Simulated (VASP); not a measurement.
Crystal: B4F.

```xyz
5
Lattice="1.8463 -1.3052 0.0000 1.8463 1.3052 0.0000 -0.7365 0.0000 8.2807" Properties=species:S:1:pos:R:3 pbc="T T T"
B     1.6584    0.0000    6.8063
B     0.2875    0.0000    5.0177
B     2.6686    0.0000    3.2630
B     1.2977    0.0000    1.4744
F     0.0000    0.0000    0.0000
```

| Property | Result |
| --- | --- |
| Program | VASP 6.6.1 |
| Task | relaxation of cell and atoms |
| Functional | PBE |
| Potentials or basis | VASP PAW PBE potentials, release 64 (B, F) |
| Cutoff | 600 eV |
| k mesh | 8 × 8 × 2 |
| Occupations | gaussian, width 0.1 eV |
| Spin | no spin polarisation |

At the start: pressure -16.0 GPa; volume 7.98 Å³/atom.

Task: Where does the relaxation end?

Result: Over 32 steps the energy falls by 1545.7 meV/atom and the volume is 7.87 Å³/atom (-1.4 %); space group C2/m (No. 12, to 0.05 Å).

Step by step:
```
step  energy change (eV)  largest force (eV/Å)  pressure (GPa)  volume (Å³)
   1              0.0000                3.6766          -16.04        39.91
   2             -1.7290                2.4098          -10.55        35.41
   3             -2.2470                0.6669           17.15        31.44
   4             -2.2716                0.7241            9.78        32.15
   5             -2.9715                3.1127           27.58        31.92
   6             -3.0060                2.3377           23.28        31.97
   7             -3.5883                2.1723           16.01        33.83
   8             -3.6466                4.6801           15.39        35.09
   9             -3.6742                3.2414           14.88        34.62
  10             -4.4733                3.2101           -0.81        37.74
  11             -5.1166                2.4946          -20.70        43.77
  12             -5.8792                1.0627          -22.29        44.47
  13             -5.0714                2.8540          -25.17        45.41
  14             -6.3156                0.2538          -24.18        44.97
  15             -7.1361                0.3610          -11.93        41.35
  16             -7.3849                0.4101            0.72        38.87
  17             -7.3913                0.4183            4.27        38.31
  18             -7.6103                0.5103            5.47        38.09
  19             -7.6501                0.7063            7.00        37.93
  20             -7.7082                0.2427            1.31        38.95
  21             -7.7102                0.2986            0.08        39.19
  22             -7.7177                0.1833           -0.88        39.38
  23             -7.7183                0.1821           -1.29        39.45
  24             -7.7231                0.1207           -0.31        39.32
  25             -7.7244                0.1062            0.49        39.21
  26             -7.7259                0.1046            0.20        39.29
  27             -7.7266                0.1441           -0.08        39.36
  28             -7.7275                0.0793           -0.17        39.40
  29             -7.7281                0.0483           -0.35        39.44
  30             -7.7281                0.0526           -0.37        39.45
  31             -7.7284                0.0453           -0.19        39.42
  32             -7.7287                0.0293            0.23        39.33
```

Final structure:
```xyz
5
Lattice="2.0163 -1.5172 -0.4429 2.0163 1.5172 -0.4429 -3.1985 0.0000 7.1313" Properties=species:S:1:pos:R:3 pbc="T T T"
B     0.4832    0.0000    4.7384
B    -1.4090    0.0000    4.3939
B     2.2431    0.0000    1.8516
B     0.3510    0.0000    1.5071
F     0.0000    0.0000    0.0000
```

Caveat: the k points lie up to 0.50 Å⁻¹ apart in the final cell; an odd number of electrons without spin polarisation forces a metal; a magnetic or distorted state may lie lower.
